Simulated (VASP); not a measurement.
The system is Ge.

```
CELL_PARAMETERS angstrom
0.00000 2.92371 5.18298
2.66511 0.00000 5.18298
2.66511 2.92371 0.00000
ATOMIC_POSITIONS crystal
Ge 0.72649 0.27351 0.72649
Ge 0.27351 0.72649 0.27351
Ge 0.21813 0.21813 0.78187
Ge 0.78187 0.78187 0.21813
```

Base run:

| Item | Value |
| --- | --- |
| Program | VASP 6.6.1 |
| Functional | LDA |
| Potentials or basis | VASP PAW LDA potentials, release 64 (Ge_d) |
| Cutoff | 520 eV |
| k mesh | 7 × 7 × 7 |
| Occupations | fermi-dirac, width 0.05 eV |
| Spin | no spin polarisation |

Its results: band gap on the k mesh zero (bands 28 and 29 overlap by 2.65 eV); pressure -7.1 GPa; largest force 0.046 eV/Å.

Task: The run is repeated on the same cell with these changes: functional from LDA to PBEsol; potentials or basis from VASP PAW LDA potentials, release 64 (Ge_d) to VASP PAW PBE potentials, release 64 (Ge_d). What comes out?

Result: Band gap on the k mesh zero (bands 28 and 29 overlap by 2.65 eV); pressure -5.6 GPa; largest force 0.047 eV/Å.

Caveats: the cell stands under tension; the PAW data sets were made with another functional, which shifts forces and pressure a little (at least some runs).
